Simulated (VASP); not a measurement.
**CoO: single point with RPBE+D4+U**

Crystal: CoO.

```
Co O
1.0
     0.00000    2.13153    2.13153
     2.13153    0.00000    2.13153
     2.13153    2.13153    0.00000
Co O
1 1
Direct
  0.00000 0.00000 0.00000
  0.50000 0.50000 0.50000
```

This cell differs from its parent crystal: volume scaled by 0.96.

| Property | Result |
| --- | --- |
| Program | VASP 6.6.1 |
| Task | single point |
| Functional | RPBE |
| Dispersion | D4 |
| Potentials or basis | VASP PAW PBE potentials, release 64 (Co, O) |
| Cutoff | 520 eV |
| k mesh | 10 × 10 × 10 |
| Occupations | gaussian, width 0.05 eV |
| Spin | collinear spin, ferromagnetic start |
| Starting moments | [2.87, 0.25] μB |
| Hubbard terms | Co d U = 3.3 eV |

| Quantity | Value |
| --- | --- |
| Pressure | -2.8 GPa |
| Band gap on the k mesh | zero (filled and empty bands overlap) |
| Net moment | 3.00 μB per cell |
| Site moments | Co +2.74; O +0.26 μB |
| Valence electrons inside the program's atomic spheres | Co 7.79; O 5.01 |
| Dispersion energy per atom | -0.591 eV |

Levels at points of the mesh, in eV from the Fermi level:
Spin up:
| k point | band 5 | band 6 | band 7 | band 8 | band 9 | band 10 | band 11 | band 12 | band 13 | band 14 |
| --- | --- | --- | --- | --- | --- | --- | --- | --- | --- | --- |
| (0.00, 0.00, 0.00) | -4.18 | -4.18 | -2.38 | -2.38 | -2.38 | 1.63 | 17.54 | 17.79 | 17.79 | 17.79 |
| (0.50, 0.00, 0.00) | -3.57 | -3.57 | -2.65 | -0.18 | -0.18 | 5.72 | 9.97 | 14.04 | 14.04 | 20.44 |
| (0.50, 0.50, 0.00) | -3.75 | -3.61 | -3.61 | -3.29 | -3.29 | 6.43 | 10.56 | 11.47 | 16.42 | 16.42 |
Spin down:
| k point | band 4 | band 5 | band 6 | band 7 | band 8 | band 9 |
| --- | --- | --- | --- | --- | --- | --- |
| (0.00, 0.00, 0.00) | -1.89 | -1.12 | -1.12 | -1.12 | 1.87 | 1.87 |
| (0.50, 0.00, 0.00) | -3.69 | -0.10 | -0.10 | 0.20 | 4.22 | 4.22 |
| (0.50, 0.50, 0.00) | -3.15 | -2.17 | 0.04 | 0.04 | 2.36 | 2.74 |

Eigenvalues of the final occupation matrices:
```csv
site,spin,trace,eigenvalues
site 1 d,1,4.93,0.97 0.97 0.97 1.01 1.01
site 1 d,2,2.23,0.13 0.13 0.65 0.65 0.65
```

Run time: 37 s on 1 thread of Intel(R) Xeon(R) Platinum 8259CL CPU @ 2.50GHz (Skylake/Cascade Lake), with other jobs on the host, peak memory 0.16 GiB.

Caveat: the PAW data sets were made with another functional, which shifts forces and pressure a little; a cell with one magnetic atom can't hold antiferromagnetic order, which such compounds often take; pairwise dispersion overbinds metals, which lowers pressure and volume. The state reached can hang on the start; a lower one may exist.
